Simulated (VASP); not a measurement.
A run of VASP 6.6.1 is set up as follows.

File INCAR:

```
PREC = Accurate
ENCUT = 600
EDIFF = 1E-6
ISMEAR = 0
SIGMA = 0.1
LREAL = F
LASPH = T
NELM = 80
ALGO = Normal
ISIF = 3
LWAVE = F
LCHARG = F
GGA = PE
IBRION = 2
NSW = 90
EDIFFG = -0.04
```

Contents of KPOINTS:

```
regular mesh
0
Gamma
  6 6 6
```

File POSCAR:

```
BeNi3C
1.0
    3.4767020045      0.0000000000      0.0000000000
    0.0000000000      3.4767020045      0.0000000000
    0.0000000000      0.0000000000      3.4767020045
Be Ni C
1 3 1
Direct
    0.0000000000      0.0000000000      0.0000000000
    0.0000000000      0.5000000000      0.5000000000
    0.5000000000      0.0000000000      0.5000000000
    0.5000000000      0.5000000000      0.0000000000
    0.5000000000      0.5000000000      0.5000000000
```

Potentials or basis: VASP PAW PBE potentials, release 64 (Be, Ni, C).

Launch:

```console
$ cat potpaw_PBE.64/Be/POTCAR potpaw_PBE.64/Ni/POTCAR potpaw_PBE.64/C/POTCAR > POTCAR
$ mpirun -np 1 vasp_std > vasp.out
```

Q: Estimate the relaxed volume.

A: 10.12 Å³/atom.

Q: Estimate the space group after relaxing (to 0.05 Å).

A: Pm-3m (No. 221).

Q: What does it give for the relaxed cell?

A: a = 3.699 Å, b = 3.699 Å, c = 3.699 Å, α = 90.00°, β = 90.00°, γ = 90.00°.

Step by step:
```csv
step,energy change (eV),largest force (eV/Å),pressure (GPa),volume (Å³)
1,0.0000,0.0000,55.73,42.02
2,-0.0510,0.0000,-26.75,62.43
3,-1.2518,0.0000,-1.33,50.87
4,-1.2531,0.0000,-0.27,50.60
```

Caveat: the volume moved by over 15 % at a fixed basis, so the end points are rough. Spin polarisation is off, so any magnetic state and its effect on volume and gap are missing.
